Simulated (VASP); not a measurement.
# AlN (Cm) in VASP: single point with PBEsol

Aim: the single point of AlN with PBEsol.

Everything below comes from runs of VASP 6.6.1. Logs are shortened: lines on timing, memory, paths and dates and some standing lists are left out, and cuts for length are marked.

## (1) The cell of the first run

Symmetry: Cm, No. 8, monoclinic system. Conventional cell: a = 4.954 Å, b = 2.860 Å, c = 14.019 Å, α = 90.00°, β = 91.69°, γ = 90.00°. Within 2.7 Å of Al (site symmetry m) lie 6 N at 2.02 Å. Al (site symmetry m) has 6 N at 2.02 Å within 2.7 Å. Al (site symmetry m) has 6 N at 2.02 Å within 2.7 Å. Al (site symmetry m) has 6 N at 2.02 Å within 2.7 Å. Al (site symmetry m) has 6 N at 2.02 Å within 2.7 Å. Al (site symmetry m) has 6 N at 1.70 to 2.22 Å within 2.3 Å. Within 2.7 Å of N (site symmetry m) lie 6 Al at 2.02 Å. Within 2.7 Å of N (site symmetry m) lie 6 Al at 2.02 Å.

## (2) Single point, PBEsol

File INCAR:

```
SYSTEM = AlN
PREC = Accurate
ENCUT = 520
EDIFF = 1E-7
ISMEAR = 0
SIGMA = 0.05
LREAL = .False.
LASPH = .True.
NELM = 100
ALGO = Normal
ISIF = 2
LWAVE = .False.
LCHARG = .False.
GGA = PS
NBANDS = 36
```

File KPOINTS:

```
Automatic mesh
0
Gamma
  9 9 2
  0 0 0
```

File POSCAR:

```
AlN
1.0
    2.0226209166     -2.0226209166      0.0000000000
    2.0226209166      0.0000000000     -2.0226209166
   11.7987568549      6.2363470722      6.2363470722
Al N
6 6
Direct
    0.3992958333      0.3992958333      0.2916666667
   -0.1145875000     -0.1145875000      0.1250000000
   -0.0868208333     -0.0868208333      0.4583333333
   -0.0590541667     -0.0590541667      0.7916666667
    0.4270625000      0.4270625000      0.6250000000
   -0.5451708333     -0.5451708333      0.9583333333
    0.6562375000     -0.3437625000      0.3750000000
    0.1423541667      0.1423541667      0.2083333333
    0.1701208333      0.1701208333      0.5416666667
    0.1978875000      0.1978875000      0.8750000000
   -0.3159958333     -0.3159958333      0.7083333333
    0.6284708333      0.6284708333      0.0416666667
```

Potentials or basis: VASP PAW PBE potentials, release 64 (Al, N).

Command:

```console
$ cat potpaw_PBE.64/Al/POTCAR potpaw_PBE.64/N/POTCAR > POTCAR
$ mpirun -np 1 vasp_std > vasp.out
```

OUTCAR:

```text
SYSTEM = AlN
   PREC = Accurate
   ENCUT = 520
   EDIFF = 1E-7
   ISMEAR = 0
   LREAL = .False.
   LASPH = .True.
   NELM = 100
   ISIF = 2
   GGA = PS

 ion  position               nearest neighbor table
   1  0.399  0.399  0.292-   7 2.02   7 2.02   7 2.02   8 2.02   8 2.02   8 2.02   3 2.86   3 2.86
                             3 2.86   2 2.86   2 2.86   2 2.86
   2  0.885  0.885  0.125-  12 2.02  12 2.02   8 2.02   8 2.02   8 2.02  12 2.02   6 2.77   6 2.77
                             1 2.86   1 2.86   1 2.86   6 3.12
   3  0.913  0.913  0.458-   7 2.02   7 2.02   7 2.02   9 2.02   9 2.02   9 2.02   1 2.86   1 2.86
                             1 2.86   5 2.86   5 2.86   5 2.86
   4  0.941  0.941  0.792-  10 2.02  10 2.02  10 2.02  11 2.02  11 2.02  11 2.02   6 2.86   6 2.86
                             6 2.86   5 2.86   5 2.86   5 2.86
   5  0.427  0.427  0.625-   9 2.02   9 2.02  11 2.02  11 2.02   9 2.02  11 2.02   3 2.86   4 2.86
                             3 2.86   4 2.86   3 2.86   4 2.86
   6  0.455  0.455  0.958-  12 1.70  10 2.02  10 2.02  10 2.02  12 2.22  12 2.22   2 2.77   2 2.77
                             4 2.86   4 2.86   4 2.86   2 3.12
   7  0.656  0.656  0.375-   1 2.02   1 2.02   3 2.02   3 2.02   3 2.02   1 2.02
   8  0.142  0.142  0.208-   2 2.02   2 2.02   2 2.02   1 2.02   1 2.02   1 2.02
   9  0.170  0.170  0.542-   5 2.02   5 2.02   5 2.02   3 2.02   3 2.02   3 2.02
  10  0.198  0.198  0.875-   4 2.02   4 2.02   6 2.02   6 2.02   4 2.02   6 2.02
  11  0.684  0.684  0.708-   5 2.02   5 2.02   5 2.02   4 2.02   4 2.02   4 2.02
  12  0.628  0.628  0.042-   6 1.70   2 2.02   2 2.02   2 2.02   6 2.22   6 2.22

  LATTYP: Found a base centered monoclinic cell.
 ALAT       =     4.9543891888
 B/A-ratio  =     0.5773502692
 C/A-ratio  =     2.8296534929
 COS(beta)  =    -0.0294382334

  Lattice vectors:

 A1 = (   2.0226209166,  -2.0226209166,   0.0000000000)
 A2 = (   2.0226209166,   0.0000000000,  -2.0226209166)
 A3 = (   7.7535150217,   8.2589679888,   8.2589679888)

Analysis of symmetry for initial positions (statically):
=====================================================================
 Subroutine PRICEL returns:
 Original cell was already a primitive cell.

 Routine SETGRP: Setting up the symmetry group for a
 base centered monoclinic supercell.

 Subroutine GETGRP returns: Found  2 space group operations
 (whereof  2 operations were pure point group operations)
 out of a pool of  4 trial point group operations.

The static configuration has the point symmetry C_1h.

Analysis of symmetry for dynamics (positions and initial velocities):
=====================================================================
 Subroutine PRICEL returns:
 Original cell was already a primitive cell.

 Routine SETGRP: Setting up the symmetry group for a
 base centered monoclinic supercell.

 Subroutine GETGRP returns: Found  2 space group operations
 (whereof  2 operations were pure point group operations)
 out of a pool of  4 trial point group operations.

The dynamic configuration has the point symmetry C_1h.

 Subroutine INISYM returns: Found  2 space group operations
 (whereof  2 operations are pure point group operations),
 and found     1 'primitive' translations

----------------------------------------------------------------------------------------

                                     Primitive cell

  volume of cell :      99.2944

  direct lattice vectors                    reciprocal lattice vectors
     2.022620917 -2.022620917  0.000000000     0.127034020 -0.367373998  0.127034020
     2.022620917  0.000000000 -2.022620917     0.127034020  0.127034020 -0.367373998
    11.798756855  6.236347072  6.236347072     0.041200668  0.041200668  0.041200668

  length of vectors
     2.860417932  2.860417932 14.730740407     0.408948578  0.408948578  0.071361651

  position of ions in fractional coordinates (direct lattice)
     0.399295833  0.399295833  0.291666667
     0.885412500  0.885412500  0.125000000
     0.913179167  0.913179167  0.458333333
     0.940945833  0.940945833  0.791666667
     0.427062500  0.427062500  0.625000000
     0.454829167  0.454829167  0.958333333
     0.656237500  0.656237500  0.375000000
     0.142354167  0.142354167  0.208333333
     0.170120833  0.170120833  0.541666667
     0.197887500  0.197887500  0.875000000
     0.684004167  0.684004167  0.708333333
[... 29 lines left out ...]
     0.014114891  0.014114891 -0.040819333     0.000000000  0.111111111  0.000000000
     0.020600334  0.020600334  0.020600334     0.000000000  0.000000000  0.500000000

  Length of vectors
     0.045438731  0.045438731  0.035680825

  Shift w.r.t. Gamma in fractional coordinates (k-lattice)
     0.000000000  0.000000000  0.000000000

 Subroutine IBZKPT returns following result:
 ===========================================

 Found     50 irreducible k-points:

 Following reciprocal coordinates:
            Coordinates               Weight
  0.000000  0.000000  0.000000      1.000000
  0.111111  0.000000 -0.000000      4.000000
  0.222222  0.000000 -0.000000      4.000000
  0.333333  0.000000 -0.000000      4.000000
  0.444444  0.000000 -0.000000      4.000000
  0.111111  0.111111 -0.000000      2.000000
[... 16 lines left out ...]
 -0.333333  0.333333  0.000000      2.000000
  0.444444  0.444444 -0.000000      2.000000
 [... further k-points ...]
   k-points           NKPTS =     50   k-points in BZ     NKDIM =     50   number of bands    NBANDS=     36
   number of dos      NEDOS =    301   number of ions     NIONS =     12
   total plane-waves  NPLWV =  64512
   dimension x,y,z NGX =    24 NGY =   24 NGZ =  112
   dimension x,y,z NGXF=    48 NGYF=   48 NGZF=  224
   ions per type =               6   6
   NGX,Y,Z   is equivalent  to a cutoff of  13.95, 13.95, 12.64 a.u.
   NGXF,Y,Z  is equivalent  to a cutoff of  27.90, 27.90, 25.28 a.u.
 SYSTEM =  AlN
   PREC   = accura    normal or accurate (medium, high low for compatibility)
   ISTART =      0    job   : 0-new  1-cont  2-samecut
   ICHARG =      2    charge: 1-file 2-atom 10-const
   ISPIN  =      1    spin polarized calculation?
   LNONCOLLINEAR =      F non collinear calculations
   LSORBIT =      F    spin-orbit coupling
   LASPH  =      T    aspherical Exc in radial PAW
   ENCUT  =  520.0 eV  38.22 Ry    6.18 a.u.   5.32  5.32 27.39*2*pi/ulx,y,z
   NELM   =    100;   NELMIN=  2; NELMDL= -5     # of ELM steps
   EDIFF  = 0.1E-06   stopping-criterion for ELM
   LREAL  =      F    real-space projection
   EDIFFG = 0.1E-05   stopping-criterion for IOM
   NSW    =      0    number of steps for IOM
   IBRION =     -1    ionic relax: 0-MD 1-quasi-New 2-CG
   NFREE  =      0    steps in history (QN), initial steepest desc. (CG)
   ISIF   =      2    stress and relaxation
   ISYM   =      2    0-nonsym 1-usesym 2-fastsym
   POTIM  = 0.5000    time-step for ionic-motion
   TEBEG  =    0.0;   TEEND  =   0.0 temperature during run
   PSTRESS=    0.0 pullay stress
   NELECT =      48.0000    total number of electrons
   NUPDOWN=      -1.0000    fix difference up-down
   EMIN   =  10.00;   EMAX   =-10.00  energy-range for DOS
   EFERMI =   0.00;   METHOD = LEGACY
   ISMEAR =     0;   SIGMA  =   0.05  broadening in eV -4-tet -1-fermi 0-gaus
   EFERMI_NEDOS =   21; number of points for ismear=-14 and -15
   IALGO  =     38    algorithm
   IMIX   =      4    mixing-type and parameters
     AMIX     =   0.40;   BMIX     =  1.00
     AMIX_MAG =   1.60;   BMIX_MAG =  1.00
  volume/ion in A,a.u.               =       8.27        55.84
  Fermi-wavevector in a.u.,A,eV,Ry     =   1.284834  2.427984 22.460474  1.650798
  Thomas-Fermi vector in A             =   2.417004
   LORBIT       =      0    0 simple, 1 ext, 2 COOP (PROOUT), +10 PAW based schemes
   GGA     = PS    functional components
   LHFCALC =     F    Hartree Fock is set to
   AEXX    =    0.0000 exact exchange contribution
   IVDW    =     0    specifies the selected vdW correction
   LEPSILON=     F    determine dielectric tensor
   LRPA    =     F    only Hartree local field effects (RPA)
 non-spin polarized calculation
 Gauss-broadening in eV      SIGMA  =   0.05
  energy-cutoff  :      520.00
  volume of cell :       99.29
 maximum number of plane-waves:      2698
 NGX is ok and might be reduce to    24
   NGX = 11   NGY = 11   NGZ = 55

 number of electron      47.9999999 magnetization

 Free energy of the ion-electron system (eV)
  ---------------------------------------------------
  ext. energy  EPLUGINS =         0.00000000
  ---------------------------------------------------
  free energy    TOTEN  =       -92.07342870 eV

  energy without entropy =      -92.07342870  energy(sigma->0) =      -92.07342870

 E-fermi :  10.2586     XC(G=0): -12.4382

 val. band max:       10.0463985630   @ k =   0.0000   0.0000   0.0000
 cond. band min:      14.4046630359   @ k =  -0.4444   0.4444   0.0000
 fundamental gap:      4.3582644729
 Fermi energy:        10.2585542682

 k-point     1 :       0.0000    0.0000    0.0000
  band No.  band energies     occupation
      1      -7.6845      2.00000
      2      -7.1293      2.00000
      3      -7.1020      2.00000
      4      -5.6117      2.00000
      5      -5.6019      2.00000
      6      -4.3929      2.00000
[... 925 lines left out ...]
     35      19.8162      0.00000
     36      20.9602      0.00000

 [... further k-points ...]

------------------------ aborting loop because EDIFF is reached ----------------------------------------

  FORCE on cell =-STRESS in cart. coord.  units (eV):
  Direction    XX          YY          ZZ          XY          YZ          ZX
  --------------------------------------------------------------------------------------
  -------------------------------------------------------------------------------------
  Total        6.3861766     -0.2112921     -0.2112921      1.8268029     -1.9572370      1.8268029
  in kB      103.0449656     -3.4093311     -3.4093311     29.4766103    -31.5812473     29.4766112
  external PRESSURE =      32.0754345 kB  Pullay stress =       0.0000000 kB

 VOLUME and BASIS-vectors are now :
 -----------------------------------------------------------------------------
  energy-cutoff  :      520.00
  volume of cell :       99.29
      direct lattice vectors                 reciprocal lattice vectors
     2.022620917 -2.022620917  0.000000000     0.127034020 -0.367373998  0.127034020
     2.022620917  0.000000000 -2.022620917     0.127034020  0.127034020 -0.367373998
    11.798756855  6.236347072  6.236347072     0.041200668  0.041200668  0.041200668

 POSITION                                       TOTAL-FORCE (eV/Angst)
 -----------------------------------------------------------------------------------
      5.05655      1.01131      1.01131        -0.022269     -0.023376     -0.023376
      5.05655     -1.01131     -1.01131         0.070768     -0.044107     -0.044107
      9.10179      1.01131      1.01131        -0.022201     -0.022315     -0.022315
     13.14704      3.03393      3.03393        -0.054277     -0.016381     -0.016381
      9.10179      3.03393      3.03393        -0.023001     -0.022170     -0.022170
     13.14704      5.05655      5.05655        -4.175196     -0.137077     -0.137077
      7.07917      1.01131      1.01131         0.025070      0.020852      0.020852
      3.03393      1.01131      1.01131         0.058559     -0.002998     -0.002998
      7.07917      3.03393      3.03393         0.020156      0.023244      0.023244
     11.12442      5.05655      5.05655        -0.190112      0.071170      0.071170
     11.12442      3.03393      3.03393        -0.006027      0.033670      0.033670
      3.03393     -1.01131     -1.01131         4.318531      0.119489      0.119489
 -----------------------------------------------------------------------------------
    total drift:                               -0.000158      0.000066      0.000066

  FREE ENERGIE OF THE ION-ELECTRON SYSTEM (eV)
  ---------------------------------------------------
  free  energy   TOTEN  =       -92.0734286959 eV

  energy  without entropy=      -92.0734286959  energy(sigma->0) =      -92.07342870
```

Wall time 2.6 min (1 thread of AMD EPYC 7R13 (Zen 3), shared host); peak memory 0.28 GiB.

What came out:

```yaml
Free_energy: -92.0734 eV
Pressure: 3.2 GPa
Largest_force: 4.322 eV/Å
Band_gap_on_the_k_mesh: 4.36 eV, indirect (least direct gap 5.31 eV)
```

Forces in eV/Å, atoms in the order of the input:
```
Al  -0.022 -0.023 -0.023
Al   0.071 -0.044 -0.044
Al  -0.022 -0.022 -0.022
Al  -0.054 -0.016 -0.016
Al  -0.023 -0.022 -0.022
Al  -4.175 -0.137 -0.137
N    0.025  0.021  0.021
N    0.059 -0.003 -0.003
N    0.020  0.023  0.023
N   -0.190  0.071  0.071
N   -0.006  0.034  0.034
N    4.319  0.119  0.119
```

Caveat: the PAW data sets were made with another functional, which shifts forces and pressure a little. As with any semilocal functional, this PBEsol gap is likely too small.
